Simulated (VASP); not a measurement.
Set up this calculation in VASP 6.6.1, as the native input.

* Task: relaxation of cell and atoms
* Functional: PBEsol
* Potentials or basis: VASP PAW PBE potentials, release 64 (Ti_sv)
* Cutoff: 600 eV
* k mesh: 20 × 20 × 20
* Occupations: gaussian, width 0.1 eV
* Spin: no spin polarisation
* Target pressure: 60 GPa
* Dipole correction: no
* Further INCAR settings: ALGO = Normal; EDIFF = 1e-06; IBRION = 2; EDIFFG = -0.008; NSW = 70; ISIF = 3

The structure of Ti lies in POSCAR:

```
Ti
1.0
    0.0000000000      1.8525156750      1.8525156750
    1.8525156750      0.0000000000      1.8525156750
    1.8525156750      1.8525156750      0.0000000000
Ti
1
Direct
    0.0000000000      0.0000000000      0.0000000000
```

This isn't the form of Ti at room conditions, which is hcp.

The input as run:

INCAR

```
SYSTEM = Ti
PREC = Accurate ; ENCUT = 600
EDIFF = 1E-6 ; ISMEAR = 0
SIGMA = 0.1 ; LREAL = .False.
LASPH = .True. ; NELM = 100
ALGO = Normal ; ISIF = 3
LWAVE = .False. ; LCHARG = .False.
GGA = PS ; IBRION = 2
NSW = 70 ; EDIFFG = -0.008
PSTRESS = 600.0
```

KPOINTS

```
regular mesh
0
Gamma
  20 20 20
  0 0 0
```

Potentials or basis: VASP PAW PBE potentials, release 64 (Ti_sv).

Launch:

```console
$ cat potpaw_PBE.64/Ti_sv/POTCAR > POTCAR
$ mpirun -np 1 vasp_std > vasp.out
```

It gave:

| Item | Value |
| --- | --- |
| Relaxed volume | 12.12 Å³/atom |
| Relaxed cell | a = 2.578 Å, b = 2.578 Å, c = 2.578 Å, α = 60.00°, β = 60.00°, γ = 60.00° |
| Space group after relaxing (to 0.1 Å) | Fm-3m (No. 225) |
| Energy change on relaxing (the run minimises the enthalpy) | +199.0 meV/atom |
| Ionic steps | 7 |
| Pressure after relaxing | 60.0 GPa |
| Band gap on the k mesh | zero (bands 6 and 7 overlap by 1.47 eV) |

Caveat: the cell is relaxed towards a set pressure, so the run minimises the enthalpy, not the energy; the PAW data sets were made with another functional, which shifts forces and pressure a little.

Wall time 100 s on 1 thread of AMD EPYC 9R45 96-Core Processor (Zen 5), on a shared host, peak memory 0.15 GiB.
